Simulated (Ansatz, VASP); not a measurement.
ZnSe in VASP and in Ansatz

```
Zn Se
1.0
     4.10200    0.00000    0.00000
     0.00000    4.10200    0.00000
     0.00000    0.00000    4.94080
Zn Se
2 2
Direct
  0.00000 0.00000 0.00000
  0.50000 0.50000 0.00000
  0.00000 0.50000 0.27970
  0.50000 0.00000 0.72030
```

Alike in both runs: task single point; functional LDA; k mesh 8 × 8 × 6; occupations gaussian, width 0.05 eV; no spin polarisation.

|  | VASP | Ansatz |
| --- | --- | --- |
| version | VASP 6.6.1 | Ansatz 0.2.0 |
| potentials or method | VASP PAW LDA potentials, release 64 (Zn, Se), cutoff 520 eV | scalar-relativistic, plane waves, PAW |
| valence electrons in the cell | 36 | 56 |

Ansatz gave:

- gap on the k mesh at the Fermi level (eV): 1.07
- least direct gap on the mesh (eV): 1.07
- pressure (GPa): -0.3
- traceless stress, the component that is largest in VASP (GPa): 1.66
- rms of the force components (eV/Å): 0.109

Problem. Estimate VASP's values.

Solution. gap on the k mesh at the Fermi level (eV): 1.07; least direct gap on the mesh (eV): 1.07; pressure (GPa): 0.2; traceless stress, the component that is largest in VASP (GPa): 1.61; rms of the force components (eV/Å): 0.134.

Ansatz warns that its potentials were made for another functional, while VASP's fit it. LDA's correlation is that of Perdew and Zunger in VASP and of Perdew and Wang (1992) in Ansatz. Atom by atom the forces differ by 0.025 eV/Å (rms over components). VASP's potentials hold 36 valence electrons a cell and Ansatz's 56, so a difference there can come from the potentials and not from the codes.
